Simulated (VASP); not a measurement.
Bi:

```
Bi
1.0
     3.97386    0.00000    0.00000
    -1.98693    3.44147    0.00000
     0.00000    0.00000   10.82313
Bi
4
Direct
  0.00000 0.00000 0.25000
  0.00000 0.00000 0.75000
  0.33333 0.66667 0.75000
  0.66667 0.33333 0.25000
```

* Program: VASP 6.6.1
* Task: relaxation of cell and atoms
* Functional: PBEsol
* Potentials or basis: VASP PAW PBE potentials, release 64 (Bi_d)
* Cutoff: 600 eV
* k mesh: 6 × 6 × 2
* Occupations: gaussian, width 0.1 eV
* Spin: no spin polarisation

At the start: pressure 69.6 GPa; volume 37.00 Å³/atom.

Q: How do energy, volume and symmetry change on relaxing?

A: Over 23 steps the energy falls by 5226.3 meV/atom and the volume is 40.11 Å³/atom (+8.4 %); space group P6_3/mmc (No. 194, to 0.05 Å).

Step by step:
| step | energy change (eV) | largest force (eV/Å) | pressure (GPa) | volume (Å³) |
| --- | --- | --- | --- | --- |
| 1 | 0.0000 | 0.0000 | 69.60 | 148.02 |
| 2 | 27.4638 | 0.0000 | -38.93 | 689.24 |
| 3 | -15.0803 | 0.0000 | -4.50 | 398.48 |
| 4 | -16.7790 | 0.0000 | -4.34 | 355.50 |
| 5 | -19.7067 | 0.0000 | 1.89 | 240.69 |
| 6 | -19.7087 | 0.0000 | -1.74 | 267.07 |
| 7 | -19.8177 | 0.0000 | -0.34 | 254.62 |
| 8 | -19.8184 | 0.0000 | -0.01 | 252.21 |
| 9 | -19.8230 | 0.0000 | -0.02 | 250.50 |
| 10 | -19.8393 | 0.0000 | -0.04 | 245.37 |
| 11 | -19.8842 | 0.0000 | -0.10 | 235.12 |
| 12 | -20.0318 | 0.0000 | -0.26 | 214.61 |
| 13 | -20.6547 | 0.0000 | -0.36 | 173.57 |
| 14 | 4.7377 | 0.0000 | 127.64 | 91.40 |
| 15 | -20.6980 | 0.0000 | -0.31 | 171.75 |
| 16 | -19.6825 | 0.0000 | 8.84 | 131.59 |
| 17 | -20.8724 | 0.0000 | 0.35 | 162.10 |
| 18 | -20.8907 | 0.0000 | 1.13 | 156.11 |
| 19 | -20.8949 | 0.0000 | 0.84 | 158.04 |
| 20 | -20.8992 | 0.0000 | 0.45 | 157.97 |
| 21 | -20.9008 | 0.0000 | 0.58 | 158.00 |
| 22 | -20.9044 | 0.0000 | 0.28 | 159.33 |
| 23 | -20.9054 | 0.0000 | 0.03 | 160.44 |

Final structure:
```
Bi
1.0
     5.23682    0.00000    0.00000
    -2.61841    4.53522    0.00000
     0.00000    0.00000    6.75524
Bi
4
Cartesian
  0.0000 0.0000 1.6888
  0.0000 0.0000 5.0664
  0.0000 3.0235 5.0664
  2.6184 1.5117 1.6888
```

Caveat: the PAW data sets were made with another functional, which shifts forces and pressure a little.
